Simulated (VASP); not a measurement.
Input of a VASP 6.6.1 run:

Contents of POSCAR:

```
MnO2
1.0
    4.3873611922      0.0000000000      0.0000000000
    0.0000000000      4.3873611922      0.0000000000
    0.0000000000      0.0000000000      2.9051857780
Mn O
2 4
Direct
    0.0000000000      0.0000000000      0.0000000000
    0.5000000000      0.5000000000      0.5000000000
    0.3055792437      0.3055792437      0.0000000000
    0.1944207563      0.8055792437      0.5000000000
    0.6944207563      0.6944207563      0.0000000000
    0.8055792437      0.1944207563      0.5000000000
```

File INCAR.step1:

```
ALGO = Normal
EDIFF = 1E-4
ENCUT = 520
GGA = PE
ISMEAR = 0
ISPIN = 2
LASPH = True
LCHARG = False
LDAU = True
LDAUJ = 0 0
LDAUL = 2 -1
LDAUTYPE = 2
LDAUU = 3.9 0
LMAXMIX = 4
LREAL = False
LWAVE = True
MAGMOM = 3.1 3.1 -0.12 -0.12 -0.12 -0.12
NBANDS = 38
NELM = 150
PREC = Accurate
SIGMA = 0.1
```

File INCAR.step2:

```
ALGO = Normal
EDIFF = 1E-6
ENCUT = 520
ISIF = 2
ISMEAR = 0
ISPIN = 2
ISTART = 1
LASPH = True
LCHARG = False
LDAU = True
LDAUJ = 0 0
LDAUL = 2 -1
LDAUPRINT = 1
LDAUTYPE = 2
LDAUU = 3.9 0
LMAXMIX = 4
LMIXTAU = True
LORBIT = 11
LREAL = False
LWAVE = False
MAGMOM = 3.1 3.1 -0.12 -0.12 -0.12 -0.12
METAGGA = R2SCAN
NBANDS = 38
NELM = 150
PREC = Accurate
SIGMA = 0.1
```

The input KPOINTS:

```
k-points
0
Gamma
  8 8 12
```

Potentials or basis: VASP PAW PBE potentials, release 64 (Mn_pv, O).

The run is started by

```bash
$ cat potpaw_PBE.64/Mn_pv/POTCAR potpaw_PBE.64/O/POTCAR > POTCAR
$ cp INCAR.step1 INCAR
$ mpirun -np 1 vasp_std > vasp.out
$ cp INCAR.step2 INCAR
$ mpirun -np 1 vasp_std > vasp.out
```

Question: Estimate the net moment.

Answer: 6.01 μB per cell.

Question: What does it give for the largest force?

Answer: 0.042 eV/Å.

Question: Estimate the pressure.

Answer: 4.3 GPa.

Question: Predict the band gap on the k mesh.

Answer: Zero (filled and empty bands overlap).

Forces in eV/Å, atoms in the order of the input:
```
Mn   0.000  0.000  0.000
Mn   0.000  0.000  0.000
O   -0.030 -0.030  0.000
O    0.030 -0.030  0.000
O    0.030  0.030  0.000
O   -0.030  0.030  0.000
```

Caveat: the cell stands under pressure; the PAW data sets were made with another functional, which shifts forces and pressure a little; only a ferromagnetic start was run, and an antiferromagnetic order may lie lower in energy. The state reached can hang on the start; a lower one may exist.
